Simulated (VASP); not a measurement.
Set up this calculation in VASP 6.6.1, as the native input.

* Task: single point
* Functional: PBE
* Potentials or basis: VASP PAW PBE potentials, release 64 (Si, Mo_sv)
* Cutoff: 500 eV
* k mesh: 3 × 3 × 4
* Occupations: gaussian, width 0.2 eV
* Spin: no spin polarisation
* Dipole correction: no
* Further INCAR settings: ALGO = Normal; EDIFF = 1e-06; NBANDS = 56

The structure of SiMo3 lies in POSCAR:

```
SiMo3
1.0
    5.4216841097      0.0000000000      0.0000000000
   -2.7108420549      4.6953161703      0.0000000000
    0.0000000000      0.0000000000      4.7043880003
Si Mo
2 6
Direct
    0.6666666667      0.3333333333      0.2500000000
    0.3333333333      0.6666666667      0.7500000000
    0.8322535001      0.1677464999      0.7500000000
    0.3354929998      0.1677464999      0.7500000000
    0.8322535001      0.6645070002      0.7500000000
    0.1677464999      0.8322535001      0.2500000000
    0.6645070002      0.8322535001      0.2500000000
    0.1677464999      0.3354929998      0.2500000000
```

One way to write it, as run:

INCAR

```
PREC = Accurate ; ENCUT = 500
EDIFF = 1E-6 ; ISMEAR = 0
SIGMA = 0.2 ; LREAL = False
LASPH = True ; NELM = 120
ALGO = Normal ; ISIF = 2
LWAVE = False ; LCHARG = False
GGA = PE ; NBANDS = 56
GGA_COMPAT = False
```

KPOINTS

```
regular mesh
0
Gamma
  3 3 4
```

Potentials or basis: VASP PAW PBE potentials, release 64 (Si, Mo_sv).

Run with:

```sh
$ cat potpaw_PBE.64/Si/POTCAR potpaw_PBE.64/Mo_sv/POTCAR > POTCAR
$ mpirun -np 1 vasp_std > vasp.out
```

It gave:

```
Pressure               : 0.3 GPa
Largest force          : 0.028 eV/Å
Band gap on the k mesh : zero (band 46 reaches 13.02 eV, above the bottom of band 47 at 12.09 eV)
```

Caveat: the k points lie up to 0.45 Å⁻¹ apart.

Wall time 110 s on 1 thread of Intel Xeon 8259CL (shared host), peak memory 0.25 GiB.
